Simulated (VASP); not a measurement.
# Ti (P6_3/mmc) in VASP: further runs

Runs on Ti. Level: PBEsol. Tasks: electric field gradients.

Program: VASP 6.6.1. These are calculated values, not measurements. Logs are shortened: lines on timing, memory, paths and dates and some standing lists are left out, and cuts for length are marked.

### 1 The cell of the first run

The structure is hexagonal, space group P6_3/mmc (No. 194). The conventional cell has a = 2.979 Å, b = 2.979 Å, c = 4.732 Å, α = 90.00°, β = 90.00°, γ = 120.00°. Ti (site symmetry -6m2) has 12 Ti at 2.93 to 2.98 Å within 3.9 Å.

### 2 Electric field gradients, PBEsol (18.19 Å³/atom)

Input file INCAR:

```
SYSTEM = Ti
PREC = Accurate ; ENCUT = 520
EDIFF = 1E-8 ; ISMEAR = -1
SIGMA = 0.08 ; LREAL = .False.
LASPH = .True. ; NELM = 100
ALGO = Normal ; ISIF = 2
LWAVE = .False. ; LCHARG = .False.
GGA = PS ; LEFG = .True.
NBANDS = 19
```

Input file KPOINTS:

```
Automatic mesh
0
Gamma
  13 13 7
  0 0 0
```

Input file POSCAR:

```
Ti
1.0
    2.9792076597      0.0000000000      0.0000000000
   -1.4896038298      2.5800695164      0.0000000000
    0.0000000000      0.0000000000      4.7323990572
Ti
2
Direct
    0.3333333333      0.6666666667      0.2500000000
    0.6666666667      0.3333333333      0.7500000000
```

Potentials or basis: VASP PAW PBE potentials, release 64 (Ti_sv).

Run with:

```
> cat potpaw_PBE.64/Ti_sv/POTCAR > POTCAR
> mpirun -np 1 vasp_std > vasp.out
```

OUTCAR:

```text
SYSTEM = Ti
   PREC = Accurate
   ENCUT = 520
   EDIFF = 1E-8
   ISMEAR = -1
   LREAL = .False.
   LASPH = .True.
   NELM = 100
   ISIF = 2
   GGA = PS

 ion  position               nearest neighbor table
   1  0.333  0.667  0.250-
   2  0.667  0.333  0.750-

  LATTYP: Found a hexagonal cell.
 ALAT       =     2.9792076597
 C/A-ratio  =     1.5884757284

  Lattice vectors:

 A1 = (   2.9792076597,   0.0000000000,   0.0000000000)
 A2 = (  -1.4896038298,   2.5800695164,   0.0000000000)
 A3 = (   0.0000000000,   0.0000000000,   4.7323990572)

Analysis of symmetry for initial positions (statically):
=====================================================================
 Subroutine PRICEL returns:
 Original cell was already a primitive cell.

 Routine SETGRP: Setting up the symmetry group for a
 hexagonal supercell.

 Subroutine GETGRP returns: Found 24 space group operations
 (whereof 12 operations were pure point group operations)
 out of a pool of 24 trial point group operations.

The static configuration has the point symmetry D_3d.
 The point group associated with its full space group is D_6h.

Analysis of symmetry for dynamics (positions and initial velocities):
=====================================================================
 Subroutine PRICEL returns:
 Original cell was already a primitive cell.

 Routine SETGRP: Setting up the symmetry group for a
 hexagonal supercell.

 Subroutine GETGRP returns: Found 24 space group operations
 (whereof 12 operations were pure point group operations)
 out of a pool of 24 trial point group operations.

The dynamic configuration has the point symmetry D_3d.
 The point group associated with its full space group is D_6h.

 Subroutine INISYM returns: Found 24 space group operations
 (whereof 12 operations are pure point group operations),
 and found     1 'primitive' translations

----------------------------------------------------------------------------------------

                                     Primitive cell

  volume of cell :      36.3759

  direct lattice vectors                    reciprocal lattice vectors
     2.979207660  0.000000000  0.000000000     0.335659717  0.193793228  0.000000000
[... 120 lines left out ...]
 maximum number of plane-waves:      1014
 NGX is ok and might be reduce to    24
   NGX = 11   NGY = 11   NGZ = 17

 number of electron      24.0000000 magnetization

 Free energy of the ion-electron system (eV)
  ---------------------------------------------------
  ext. energy  EPLUGINS =         0.00000000
  ---------------------------------------------------
  free energy    TOTEN  =       -16.61498517 eV

  energy without entropy =      -16.56409539  energy(sigma->0) =      -16.58954028

 E-fermi :   7.7188     XC(G=0): -11.4161

 val. band max:        7.7182685735   @ k =   0.3077   0.2308   0.4286
 cond. band min:       7.7202800471   @ k =   0.0000   0.0000   0.4286
 fundamental gap:      0.0020114736
 Fermi energy:         7.7187834178

 k-point     1 :       0.0000    0.0000    0.0000
  band No.  band energies     occupation
      1     -48.9702      2.00000
      2     -48.8558      2.00000
      3     -25.6087      2.00000
      4     -25.0467      2.00000
      5     -25.0467      2.00000
      6     -24.9937      2.00000
[... 505 lines left out ...]
      6     -25.0704      2.00000
[... 11 lines left out ...]
     18       9.4284      0.00000
     19      10.8409      0.00000

 [... further k-points ...]

------------------------ aborting loop because EDIFF is reached ----------------------------------------

  FORCE on cell =-STRESS in cart. coord.  units (eV):
  Direction    XX          YY          ZZ          XY          YZ          ZX
  --------------------------------------------------------------------------------------
  -------------------------------------------------------------------------------------
  Total       -1.9336823     -1.9336823     -2.0554290     -0.0000000     -0.0000000      0.0000000
  in kB      -85.1691194    -85.1691194    -90.5314606     -0.0000000     -0.0000000      0.0000000
  external PRESSURE =     -86.9565665 kB  Pullay stress =       0.0000000 kB

 VOLUME and BASIS-vectors are now :
 -----------------------------------------------------------------------------
  energy-cutoff  :      520.00
  volume of cell :       36.38
      direct lattice vectors                 reciprocal lattice vectors
     2.979207660  0.000000000  0.000000000     0.335659717  0.193793228  0.000000000
    -1.489603830  2.580069516  0.000000000     0.000000000  0.387586456  0.000000000
     0.000000000  0.000000000  4.732399057     0.000000000  0.000000000  0.211309314

 POSITION                                       TOTAL-FORCE (eV/Angst)
 -----------------------------------------------------------------------------------
     -0.00000      1.72005      1.18310        -0.000000     -0.000000      0.000000
      1.48960      0.86002      3.54930         0.000000      0.000000      0.000000
 -----------------------------------------------------------------------------------
    total drift:                               -0.000000      0.000000     -0.000000

  FREE ENERGIE OF THE ION-ELECTRON SYSTEM (eV)
  ---------------------------------------------------
  free  energy   TOTEN  =       -16.6149851710 eV

  energy  without entropy=      -16.5640953877  energy(sigma->0) =      -16.58954028

 Electric field gradients (V/A^2)
---------------------------------------------------------------------
 ion       V_xx      V_yy      V_zz      V_xy      V_xz      V_yz
---------------------------------------------------------------------
   1      -7.701    -7.702    15.403    -0.001     0.000    -0.000
   2      -7.701    -7.702    15.403    -0.001    -0.000     0.000
---------------------------------------------------------------------

 Electric field gradients after diagonalization (V/A^2)
 (convention: |V_zz| > |V_xx| > |V_yy|)
----------------------------------------------------------------------
 ion       V_xx      V_yy      V_zz     asymmetry (V_yy - V_xx)/ V_zz
----------------------------------------------------------------------
   1      -7.702    -7.701    15.403       0.000
   2      -7.702    -7.701    15.403       0.000
----------------------------------------------------------------------

           NMR quadrupolar parameters

 Cq : quadrupolar parameter    Cq=e*Q*V_zz/h
 eta: asymmetry parameters     (V_yy - V_xx)/ V_zz
 Q  : nuclear electric quadrupole moment in mb (millibarn)
----------------------------------------------------------------------
 ion       Cq(MHz)       eta       Q (mb)
----------------------------------------------------------------------
   1       0.037       0.000       1.000
   2       0.037       0.000       1.000
----------------------------------------------------------------------
```

stdout:

```text
POSCAR found type information on POSCAR Ti
 POSCAR found :  1 types and       2 ions
 scaLAPACK will be used
 -----------------------------------------------------------------------------
|                                                                             |
|                                                                             |
|     You enforced a specific xc type in the INCAR file but a different       |
|     I HOPE YOU KNOW WHAT YOU ARE DOING!                                     |
|                                                                             |
 -----------------------------------------------------------------------------

 LDA part: xc-table for (Slater+PW92), standard interpolation
 POSCAR, INCAR and KPOINTS ok, starting setup
 FFT: planning ... GRIDC
 FFT: planning ... GRID_SOFT
 FFT: planning ... GRID
 WAVECAR not read
 entering main loop
ion   1

ion   2
```

Run time: 68 s. Hardware: 1 thread of Intel Xeon 8259CL, shared host; peak memory 0.18 GiB.

What came out:

| Item | Value |
| --- | --- |
| Free energy | -16.6150 eV |
| Pressure | -8.7 GPa |
| Band gap on the k mesh | zero (bands 12 and 13 overlap by 1.06 eV) |
| Largest electric field gradient by atom | Ti +15.4 V/Å² |

Stress tensor (GPa, compression positive):
```
-8.52  0.00  0.00
 0.00 -8.52  0.00
 0.00  0.00 -9.05
```

Levels at points of the mesh, in eV from the Fermi level:
```
           k point  band 10  band 11  band 12  band 13  band 14  band 15
(0.00, 0.00, 0.00)    -2.57     0.66     0.76     0.76     0.85     1.23
```

Electric field gradients, principal values (V/Å²):
```csv
atom,least,middle,greatest (by size)
1 Ti,-7.701,-7.702,15.403
2 Ti,-7.701,-7.702,15.403
```

Caveat: the cell stands under tension; without QUAD_EFG the Cq values of the log hold for a quadrupole moment of 1 mb, not for the nuclei; the PAW data sets were made with another functional, which shifts forces and pressure a little.

### 3 Electric field gradients, PBEsol (18.36 Å³/atom)

This run uses another cell than the first one, of 18.36 Å³/atom.

Input file INCAR:

```
  ALGO = Normal
  EDIFF = 1E-8
  ENCUT = 520
  GGA = PS
  ISIF = 2
  ISMEAR = -1
  LASPH = T
  LCHARG = F
  LEFG = T
  LREAL = F
  LWAVE = F
  NBANDS = 19
  NELM = 100
  PREC = Accurate
  SIGMA = 0.08
```

Input file KPOINTS:

```
k-points
0
Gamma
  13 13 7
```

Input file POSCAR:

```
Ti
1.0
    2.9888180735      0.0000000000      0.0000000000
   -1.4944090368      2.5883923789      0.0000000000
    0.0000000000      0.0000000000      4.7476649663
Ti
2
Direct
    0.3333333333      0.6666666667      0.2500000000
    0.6666666667      0.3333333333      0.7500000000
```

Potentials or basis: VASP PAW PBE potentials, release 64 (Ti_sv).

Run with:

```
> cat potpaw_PBE.64/Ti_sv/POTCAR > POTCAR
> mpirun -np 1 vasp_std > vasp.out
```

OUTCAR:

```text
EDIFF = 1E-8
   ENCUT = 520
   GGA = PS
   ISIF = 2
   ISMEAR = -1
   LASPH = T
   LREAL = F
   NELM = 100
   PREC = Accurate

 ion  position               nearest neighbor table
   1  0.333  0.667  0.250-
   2  0.667  0.333  0.750-

  LATTYP: Found a hexagonal cell.
 ALAT       =     2.9888180735
 C/A-ratio  =     1.5884757284

  Lattice vectors:

 A1 = (   2.9888180735,   0.0000000000,   0.0000000000)
 A2 = (  -1.4944090368,   2.5883923789,   0.0000000000)
 A3 = (   0.0000000000,   0.0000000000,   4.7476649663)

Analysis of symmetry for initial positions (statically):
=====================================================================
 Subroutine PRICEL returns:
 Original cell was already a primitive cell.

 Routine SETGRP: Setting up the symmetry group for a
 hexagonal supercell.

[... 717 lines left out ...]
  energy-cutoff  :      520.00
  volume of cell :       36.73
      direct lattice vectors                 reciprocal lattice vectors
     2.988818074  0.000000000  0.000000000     0.334580418  0.193170094  0.000000000
    -1.494409037  2.588392379  0.000000000     0.000000000  0.386340189  0.000000000
     0.000000000  0.000000000  4.747664966     0.000000000  0.000000000  0.210629858

 POSITION                                       TOTAL-FORCE (eV/Angst)
 -----------------------------------------------------------------------------------
     -0.00000      1.72559      1.18692        -0.000000      0.000000      0.000000
      1.49441      0.86280      3.56075         0.000000     -0.000000      0.000000
 -----------------------------------------------------------------------------------
    total drift:                               -0.000000      0.000000     -0.000000

  FREE ENERGIE OF THE ION-ELECTRON SYSTEM (eV)
  ---------------------------------------------------
  free  energy   TOTEN  =       -16.5950552683 eV

  energy  without entropy=      -16.5435903536  energy(sigma->0) =      -16.56932281

 Electric field gradients (V/A^2)
---------------------------------------------------------------------
 ion       V_xx      V_yy      V_zz      V_xy      V_xz      V_yz
---------------------------------------------------------------------
   1      -7.516    -7.517    15.032    -0.001     0.000    -0.000
   2      -7.516    -7.517    15.032    -0.001    -0.000     0.000
---------------------------------------------------------------------

 Electric field gradients after diagonalization (V/A^2)
 (convention: |V_zz| > |V_xx| > |V_yy|)
----------------------------------------------------------------------
 ion       V_xx      V_yy      V_zz     asymmetry (V_yy - V_xx)/ V_zz
----------------------------------------------------------------------
   1      -7.517    -7.515    15.032       0.000
   2      -7.517    -7.515    15.032       0.000
----------------------------------------------------------------------

           NMR quadrupolar parameters

 Cq : quadrupolar parameter    Cq=e*Q*V_zz/h
 eta: asymmetry parameters     (V_yy - V_xx)/ V_zz
 Q  : nuclear electric quadrupole moment in mb (millibarn)
----------------------------------------------------------------------
 ion       Cq(MHz)       eta       Q (mb)
----------------------------------------------------------------------
   1       0.036       0.000       1.000
   2       0.036       0.000       1.000
----------------------------------------------------------------------
```

Wall time 63 s (1 thread of Intel Xeon 8259CL, shared host); peak memory 0.18 GiB.

Results:

* Free energy: -16.5951 eV
* Pressure: -9.5 GPa
* Band gap on the k mesh: zero (bands 12 and 13 overlap by 1.05 eV)
* Largest electric field gradient by atom: Ti +15.0 V/Å²

Levels at points of the mesh, in eV from the Fermi level:
```
           k point  band 9  band 10  band 11  band 12  band 13  band 14  band 15  band 16
(0.00, 0.00, 0.00)   -6.06    -2.55     0.63     0.76     0.76     0.85     1.21     1.21
```

Electric field gradients, principal values (V/Å²):
| atom | least | middle | greatest (by size) |
| --- | --- | --- | --- |
| 1 Ti | -7.515 | -7.517 | 15.032 |
| 2 Ti | -7.515 | -7.517 | 15.032 |

Caveat: the cell stands under tension; without QUAD_EFG the Cq values of the log hold for a quadrupole moment of 1 mb, not for the nuclei; the PAW data sets were made with another functional, which shifts forces and pressure a little.

### 4 Electric field gradients, PBEsol (18.72 Å³/atom)

This run uses another cell than the first one, of 18.72 Å³/atom.

Input file INCAR:

```
SYSTEM = Ti
PREC = Accurate
ENCUT = 520
EDIFF = 1E-8
ISMEAR = -1
SIGMA = 0.08
LREAL = .False.
LASPH = .True.
NELM = 80
ALGO = Normal
ISIF = 2
LWAVE = .False.
LCHARG = .False.
GGA = PS
LEFG = .True.
NBANDS = 19
```

Input file KPOINTS:

```
Automatic mesh
0
Gamma
  13 13 7
  0 0 0
```

Input file POSCAR:

```
Ti
1.0
    3.0078556446      0.0000000000      0.0000000000
   -1.5039278223      2.6048793991      0.0000000000
    0.0000000000      0.0000000000      4.7779056859
Ti
2
Direct
    0.3333333333      0.6666666667      0.2500000000
    0.6666666667      0.3333333333      0.7500000000
```

Potentials or basis: VASP PAW PBE potentials, release 64 (Ti_sv).

Run with:

```
> cat potpaw_PBE.64/Ti_sv/POTCAR > POTCAR
> mpirun -np 1 vasp_std > vasp.out
```

OUTCAR:

```text
SYSTEM = Ti
   PREC = Accurate
   ENCUT = 520
   EDIFF = 1E-8
   ISMEAR = -1
   LREAL = .False.
   LASPH = .True.
   NELM = 80
   ISIF = 2
   GGA = PS

 ion  position               nearest neighbor table
   1  0.333  0.667  0.250-
   2  0.667  0.333  0.750-

  LATTYP: Found a hexagonal cell.
 ALAT       =     3.0078556446
 C/A-ratio  =     1.5884757284

  Lattice vectors:

 A1 = (   3.0078556446,   0.0000000000,   0.0000000000)
[... 741 lines left out ...]

  FREE ENERGIE OF THE ION-ELECTRON SYSTEM (eV)
  ---------------------------------------------------
  free  energy   TOTEN  =       -16.5500435854 eV

  energy  without entropy=      -16.4973953927  energy(sigma->0) =      -16.52371949

 Electric field gradients (V/A^2)
---------------------------------------------------------------------
 ion       V_xx      V_yy      V_zz      V_xy      V_xz      V_yz
---------------------------------------------------------------------
   1      -7.156    -7.157    14.313    -0.001     0.000    -0.000
   2      -7.156    -7.157    14.313    -0.001    -0.000     0.000
---------------------------------------------------------------------

 Electric field gradients after diagonalization (V/A^2)
 (convention: |V_zz| > |V_xx| > |V_yy|)
----------------------------------------------------------------------
 ion       V_xx      V_yy      V_zz     asymmetry (V_yy - V_xx)/ V_zz
----------------------------------------------------------------------
   1      -7.158    -7.155    14.313       0.000
   2      -7.158    -7.155    14.313       0.000
----------------------------------------------------------------------

           NMR quadrupolar parameters

 Cq : quadrupolar parameter    Cq=e*Q*V_zz/h
 eta: asymmetry parameters     (V_yy - V_xx)/ V_zz
 Q  : nuclear electric quadrupole moment in mb (millibarn)
----------------------------------------------------------------------
 ion       Cq(MHz)       eta       Q (mb)
----------------------------------------------------------------------
   1       0.035       0.000       1.000
   2       0.035       0.000       1.000
----------------------------------------------------------------------
```

Run time: 68 s. Hardware: 1 thread of Intel Xeon 8259CL, shared host; peak memory 0.18 GiB.

What came out:

```
Free energy                             : -16.5500 eV
Pressure                                : -11.0 GPa
Band gap on the k mesh                  : zero (bands 12 and 13 overlap by 1.03 eV)
Largest electric field gradient by atom : Ti +14.3 V/Å²
```

Stress tensor (GPa, compression positive):
```
-10.83   0.00   0.00
  0.00 -10.83   0.00
  0.00   0.00 -11.39
```

Electric field gradients, principal values (V/Å²):
| atom | least | middle | greatest (by size) |
| --- | --- | --- | --- |
| 1 Ti | -7.155 | -7.158 | 14.313 |
| 2 Ti | -7.155 | -7.158 | 14.313 |

Caveat: the cell stands under tension; without QUAD_EFG the Cq values of the log hold for a quadrupole moment of 1 mb, not for the nuclei; the PAW data sets were made with another functional, which shifts forces and pressure a little.

### 5 Summary

| cell | gap on the mesh (eV) | pressure (GPa) |
| --- | --- | --- |
| a = 2.979, b = 2.979, c = 4.732 Å, angles 90.0, 90.0, 120.0°, 2 atoms | none | -8.7 |
| a = 2.989, b = 2.989, c = 4.748 Å, angles 90.0, 90.0, 120.0°, 2 atoms | none | -9.5 |
| a = 3.008, b = 3.008, c = 4.778 Å, angles 90.0, 90.0, 120.0°, 2 atoms | none | -11.0 |

Alike in all rows: task electric field gradients; level PBEsol; potentials or basis VASP PAW PBE potentials, release 64 (Ti_sv); no spin polarisation; k mesh 13 × 13 × 7; cutoff (eV) 520; smearing fermi-dirac 0.08 eV.

Caveats: the cell stands under tension; the PAW data sets were made with another functional, which shifts forces and pressure a little.

Total energies depend on the potentials used, so only differences within one code and one set of settings carry meaning.
